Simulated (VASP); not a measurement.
# CO2 (I-42d) in VASP: a series of runs, part 2 of 2

VASP 6.6.1. The steps go on from the part before.

## (3) Single point, PBEsol (volume scaled by 0.97, then relaxed in part)

File INCAR:

```
SYSTEM = CO2
  PREC = Accurate
  ENCUT = 520
  EDIFF = 1E-7
  ISMEAR = 0
  SIGMA = 0.02
  LREAL = .False.
  LASPH = .True.
  NELM = 80
  ALGO = Normal
  ISIF = 2
  LWAVE = .False.
  LCHARG = .False.
  GGA = PS
  NBANDS = 25
```

File KPOINTS:

```
Automatic mesh
0
Gamma
  8 8 8
  0 0 0
```

File POSCAR:

```
CO2
1.0
   -1.9325982731      1.9325982731      2.9586385295
    1.9325982731     -1.9325982731      2.9586385295
    1.9325982731      1.9325982731     -2.9586385295
C O
2 4
Direct
    0.7500000000      0.2500000000      0.5000000000
    0.0000000000      0.0000000000      0.0000000000
    0.7024846909      0.1250000000      0.0774846909
    0.0475153091      0.6250000000      0.9225153091
    0.3750000000      0.2975153091      0.4225153091
    0.8750000000      0.9524846909      0.5774846909
```

Potentials or basis: VASP PAW PBE potentials, release 64 (C, O).

Started as:

```console
$ cat potpaw_PBE.64/C/POTCAR potpaw_PBE.64/O/POTCAR > POTCAR
$ mpirun -np 1 vasp_std > vasp.out
```

OUTCAR:

```text
SYSTEM = CO2
   PREC = Accurate
   ENCUT = 520
   EDIFF = 1E-7
   ISMEAR = 0
   LREAL = .False.
   LASPH = .True.
   NELM = 80
   ISIF = 2
   GGA = PS

 ion  position               nearest neighbor table
   1  0.750  0.250  0.500-   4 1.39   3 1.39   5 1.39   6 1.39
   2  0.000  0.000  0.000-   5 1.39   4 1.39   3 1.39   6 1.39
   3  0.702  0.125  0.077-   1 1.39   2 1.39
   4  0.048  0.625  0.923-   1 1.39   2 1.39
   5  0.375  0.298  0.423-   2 1.39   1 1.39
   6  0.875  0.952  0.577-   1 1.39   2 1.39

  LATTYP: Found a body centered tetragonal cell.
 ALAT       =     3.8651965462
 C/A-ratio  =     1.5309123322

  Lattice vectors:

 A1 = (  -1.9325982731,   1.9325982731,   2.9586385295)
 A2 = (   1.9325982731,  -1.9325982731,   2.9586385295)
 A3 = (   1.9325982731,   1.9325982731,  -2.9586385295)

Analysis of symmetry for initial positions (statically):
=====================================================================
 Subroutine PRICEL returns:
 Original cell was already a primitive cell.

 Routine SETGRP: Setting up the symmetry group for a
 body centered tetragonal supercell.

 Subroutine GETGRP returns: Found  8 space group operations
 (whereof  4 operations were pure point group operations)
 out of a pool of 16 trial point group operations.

The static configuration has the point symmetry S_4 .
 The point group associated with its full space group is D_2d.

Analysis of symmetry for dynamics (positions and initial velocities):
=====================================================================
 Subroutine PRICEL returns:
 Original cell was already a primitive cell.

 Routine SETGRP: Setting up the symmetry group for a
 body centered tetragonal supercell.

 Subroutine GETGRP returns: Found  8 space group operations
 (whereof  4 operations were pure point group operations)
 out of a pool of 16 trial point group operations.

The dynamic configuration has the point symmetry S_4 .
 The point group associated with its full space group is D_2d.

 Subroutine INISYM returns: Found  8 space group operations
 (whereof  4 operations are pure point group operations),
 and found     1 'primitive' translations

----------------------------------------------------------------------------------------

                                     Primitive cell

  volume of cell :      44.2013

  direct lattice vectors                    reciprocal lattice vectors
    -1.932598273  1.932598273  2.958638529     0.000000000  0.258719056  0.168996650
     1.932598273 -1.932598273  2.958638529     0.258719056  0.000000000  0.168996650
     1.932598273  1.932598273 -2.958638529     0.258719056  0.258719056  0.000000000

  length of vectors
     4.027829952  4.027829952  4.027829952     0.309023328  0.309023328  0.365883997

  position of ions in fractional coordinates (direct lattice)
     0.750000000  0.250000000  0.500000000
     0.000000000  0.000000000  0.000000000
     0.702484691  0.125000000  0.077484691
     0.047515309  0.625000000  0.922515309
     0.375000000  0.297515309  0.422515309
     0.875000000  0.952484691  0.577484691

  ion indices of the primitive-cell ions
   primitive index   ion index
                 1           1
                 2           2
                 3           3
                 4           4
[... 24 lines left out ...]
 Subroutine IBZKPT returns following result:
 ===========================================

 Found     59 irreducible k-points:

 Following reciprocal coordinates:
            Coordinates               Weight
  0.000000  0.000000  0.000000      1.000000
  0.125000  0.000000  0.000000      8.000000
  0.250000  0.000000  0.000000      8.000000
  0.375000  0.000000  0.000000      8.000000
  0.500000  0.000000  0.000000      4.000000
  0.125000  0.125000  0.000000      8.000000
[... 16 lines left out ...]
  0.250000  0.125000  0.125000     16.000000
  0.375000  0.125000  0.125000      8.000000
 [... further k-points ...]
   k-points           NKPTS =     59   k-points in BZ     NKDIM =     59   number of bands    NBANDS=     25
   number of dos      NEDOS =    301   number of ions     NIONS =      6
   total plane-waves  NPLWV =  27000
   dimension x,y,z NGX =    30 NGY =   30 NGZ =   30
   dimension x,y,z NGXF=    60 NGYF=   60 NGZF=   60
   ions per type =               2   4
   NGX,Y,Z   is equivalent  to a cutoff of  12.38, 12.38, 12.38 a.u.
   NGXF,Y,Z  is equivalent  to a cutoff of  24.76, 24.76, 24.76 a.u.
 SYSTEM =  CO2
   PREC   = accura    normal or accurate (medium, high low for compatibility)
   ISTART =      0    job   : 0-new  1-cont  2-samecut
   ICHARG =      2    charge: 1-file 2-atom 10-const
   ISPIN  =      1    spin polarized calculation?
   LNONCOLLINEAR =      F non collinear calculations
   LSORBIT =      F    spin-orbit coupling
   LASPH  =      T    aspherical Exc in radial PAW
   ENCUT  =  520.0 eV  38.22 Ry    6.18 a.u.   7.49  7.49  7.49*2*pi/ulx,y,z
   NELM   =     80;   NELMIN=  2; NELMDL= -5     # of ELM steps
   EDIFF  = 0.1E-06   stopping-criterion for ELM
   LREAL  =      F    real-space projection
   EDIFFG = 0.1E-05   stopping-criterion for IOM
   NSW    =      0    number of steps for IOM
   IBRION =     -1    ionic relax: 0-MD 1-quasi-New 2-CG
   NFREE  =      0    steps in history (QN), initial steepest desc. (CG)
   ISIF   =      2    stress and relaxation
   ISYM   =      2    0-nonsym 1-usesym 2-fastsym
   POTIM  = 0.5000    time-step for ionic-motion
   TEBEG  =    0.0;   TEEND  =   0.0 temperature during run
   PSTRESS=    0.0 pullay stress
   NELECT =      32.0000    total number of electrons
   NUPDOWN=      -1.0000    fix difference up-down
   EMIN   =  10.00;   EMAX   =-10.00  energy-range for DOS
   EFERMI =   0.00;   METHOD = LEGACY
   ISMEAR =     0;   SIGMA  =   0.02  broadening in eV -4-tet -1-fermi 0-gaus
   EFERMI_NEDOS =   21; number of points for ismear=-14 and -15
   IALGO  =     38    algorithm
   IMIX   =      4    mixing-type and parameters
     AMIX     =   0.40;   BMIX     =  1.00
     AMIX_MAG =   1.60;   BMIX_MAG =  1.00
  volume/ion in A,a.u.               =       7.37        49.71
  Fermi-wavevector in a.u.,A,eV,Ry     =   1.469986  2.777870 29.400260  2.160858
  Thomas-Fermi vector in A             =   2.585297
   LORBIT       =      0    0 simple, 1 ext, 2 COOP (PROOUT), +10 PAW based schemes
   GGA     = PS    functional components
   LHFCALC =     F    Hartree Fock is set to
   AEXX    =    0.0000 exact exchange contribution
   IVDW    =     0    specifies the selected vdW correction
   LEPSILON=     F    determine dielectric tensor
   LRPA    =     F    only Hartree local field effects (RPA)
 non-spin polarized calculation
 Gauss-broadening in eV      SIGMA  =   0.02
  energy-cutoff  :      520.00
  volume of cell :       44.20
 maximum number of plane-waves:      1220
 NGX is ok and might be reduce to    30
   NGX = 15   NGY = 15   NGZ = 15

 number of electron      31.9999999 magnetization

 Free energy of the ion-electron system (eV)
  ---------------------------------------------------
  ext. energy  EPLUGINS =         0.00000000
  ---------------------------------------------------
  free energy    TOTEN  =       -46.07672727 eV

  energy without entropy =      -46.07672727  energy(sigma->0) =      -46.07672727

 E-fermi :   2.9178     XC(G=0): -11.7121

 val. band max:        2.7577777032   @ k =   0.5000   0.0000   0.0000
 cond. band min:      10.3466639919   @ k =   0.0000   0.0000   0.0000
 fundamental gap:      7.5888862886
 Fermi energy:         2.9177888990

 k-point     1 :       0.0000    0.0000    0.0000
  band No.  band energies     occupation
      1     -21.6894      2.00000
      2     -16.3181      2.00000
      3     -16.3181      2.00000
      4     -15.6020      2.00000
      5     -11.9352      2.00000
      6      -7.2040      2.00000
[... 661 lines left out ...]
     24      17.2724      0.00000
     25      18.3115      0.00000

 [... further k-points ...]
[... 5 lines left out ...]
  --------------------------------------------------------------------------------------
  -------------------------------------------------------------------------------------
  Total        1.8101954      1.8101954      1.7275223      0.0000000      0.0000000      0.0000000
  in kB       65.6146709     65.6146709     62.6179984      0.0000000      0.0000000      0.0000000
  external PRESSURE =      64.6157801 kB  Pullay stress =       0.0000000 kB

 VOLUME and BASIS-vectors are now :
 -----------------------------------------------------------------------------
  energy-cutoff  :      520.00
  volume of cell :       44.20
      direct lattice vectors                 reciprocal lattice vectors
    -1.932598273  1.932598273  2.958638529     0.000000000  0.258719056  0.168996650
     1.932598273 -1.932598273  2.958638529     0.258719056  0.000000000  0.168996650
     1.932598273  1.932598273 -2.958638529     0.258719056  0.258719056  0.000000000

 POSITION                                       TOTAL-FORCE (eV/Angst)
 -----------------------------------------------------------------------------------
      0.00000      1.93260      1.47932         0.000000      0.000000      0.000000
      0.00000      0.00000      0.00000         0.000000      0.000000     -0.000000
     -0.96630      1.26579      2.21898         0.000000     -0.105784      0.000000
      2.89890      0.66681     -0.73966         0.000000      0.105784      0.000000
      0.66681      0.96630      0.73966         0.105784      0.000000      0.000000
      1.26579      0.96630      3.69830        -0.105784      0.000000      0.000000
 -----------------------------------------------------------------------------------
    total drift:                               -0.000000     -0.000000     -0.000000

  FREE ENERGIE OF THE ION-ELECTRON SYSTEM (eV)
  ---------------------------------------------------
  free  energy   TOTEN  =       -46.0767272731 eV

  energy  without entropy=      -46.0767272731  energy(sigma->0) =      -46.07672727
```

Wall time 30 s (1 thread of Intel Xeon 6975P-C (Granite Rapids), shared host); peak memory 0.19 GiB.

What came out:

- Free energy: -46.0767 eV
- Pressure: 6.5 GPa
- Largest force: 0.106 eV/Å
- Band gap on the k mesh: 7.59 eV, indirect (least direct gap 8.00 eV)

Forces in eV/Å, atoms in the order of the input:
```
C    0.000  0.000  0.000
C    0.000  0.000  0.000
O    0.000 -0.106  0.000
O    0.000  0.106  0.000
O    0.106  0.000  0.000
O   -0.106  0.000  0.000
```

Stress tensor (GPa, compression positive):
```
6.56 0.00 0.00
0.00 6.56 0.00
0.00 0.00 6.26
```

Levels at points of the mesh, in eV from the valence-band top:
```
           k point  band 13  band 14  band 15  band 16  band 17  band 18  band 19  band 20
(0.00, 0.00, 0.00)    -1.40    -0.86    -0.86    -0.41     7.59     9.62     9.62     9.72
(0.50, 0.00, 0.00)    -1.78    -1.49    -0.45     0.00     8.47     9.75    10.11    10.48
(0.50, 0.50, 0.00)    -0.65    -0.65    -0.58    -0.58     9.25     9.25    10.14    10.14
(0.50, 0.50, 0.50)    -2.94    -2.94    -0.06    -0.06     8.91     8.91    11.03    11.03
```

Caveat: the PAW data sets were made with another functional, which shifts forces and pressure a little. A k mesh can miss the band edges.
